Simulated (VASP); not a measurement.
Write the native input for VASP 6.6.1 that does the following.

```
Task                   : single point
Functional             : LDA
Potentials or basis    : VASP PAW LDA potentials, release 64 (Al)
Cutoff                 : 520 eV
k mesh                 : 20 × 20 × 20
Occupations            : gaussian, width 0.15 eV
Spin                   : no spin polarisation
Dipole correction      : no
Further INCAR settings : ALGO = Fast; EDIFF = 1e-06; NBANDS = 8
```

The structure of Al lies in POSCAR:

```
Al
1.0
    0.0000000000      2.0340999000      2.0239800000
    2.0239800000      0.0000000000      2.0239800000
    2.0239800000      2.0340999000      0.0000000000
Al
1
Direct
    0.0000000000      0.0000000000      0.0000000000
```

This cell differs from its parent crystal: strain +0.0050 x Voigt [0, 1, 0, 0, 0, 0].

These files were run (other wordings do the same):

INCAR

```
SYSTEM = Al
  ALGO = Fast
  EDIFF = 1E-6
  ENCUT = 520
  ISIF = 2
  ISMEAR = 0
  LASPH = .TRUE.
  LCHARG = .TRUE.
  LELF = .TRUE.
  LREAL = .FALSE.
  LVHAR = .TRUE.
  LWAVE = .FALSE.
  NBANDS = 8
  NELM = 80
  PREC = Accurate
  SIGMA = 0.15
```

KPOINTS

```
k-points
0
G
  20 20 20
  0 0 0
```

Potentials or basis: VASP PAW LDA potentials, release 64 (Al).

Launch:

```bash
$ cat potpaw_LDA.64/Al/POTCAR > POTCAR
$ mpirun -np 1 vasp_std > vasp.out
```

Results of the run:

```yaml
Pressure: -3.9 GPa
```

Caveat: the cell differs from its parent crystal (strain +0.0050 x Voigt [0, 1, 0, 0, 0, 0]).

It took 30 s on 1 thread of Intel Xeon 6975P-C, on a shared host, peak memory 0.18 GiB.
